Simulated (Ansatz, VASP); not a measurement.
## NaI in VASP and in Ansatz

```xyz
2
Lattice="0.0000 3.2334 3.2334 3.2334 0.0000 3.2334 3.2334 3.2334 0.0000" Properties=species:S:1:pos:R:3 pbc="T T T"
Na    0.0000    0.0000    0.0000
I     3.2334    3.2334    3.2334
```

Alike in both runs: functional r2SCAN; k mesh 6 × 6 × 6; occupations gaussian, width 0.02 eV; no spin polarisation.

Ansatz relaxed the structure, and its values are those at the end. VASP's run is a single point on that final structure, the one shown.

```csv
,VASP,Ansatz
version,VASP 6.6.1,Ansatz 0.2.0
potentials or method,"VASP PAW PBE potentials, release 64 (Na_pv, I), cutoff 520 eV","scalar-relativistic, plane waves, PAW"
valence electrons in the cell,14,26
```

Ansatz gave:

- gap on the k mesh at the Fermi level (eV): 4.44
- least direct gap on the mesh (eV): 4.44
- pressure (GPa): 0.0

Problem. What did VASP give for the same quantities?

Solution. gap on the k mesh at the Fermi level (eV): 4.45; least direct gap on the mesh (eV): 4.45; pressure (GPa): -0.1.

VASP's potentials were made for PBE, not for r2SCAN. VASP's potentials hold 14 valence electrons a cell and Ansatz's 26, so a difference there can come from the potentials and not from the codes.

Neither program's run includes spin-orbit coupling.
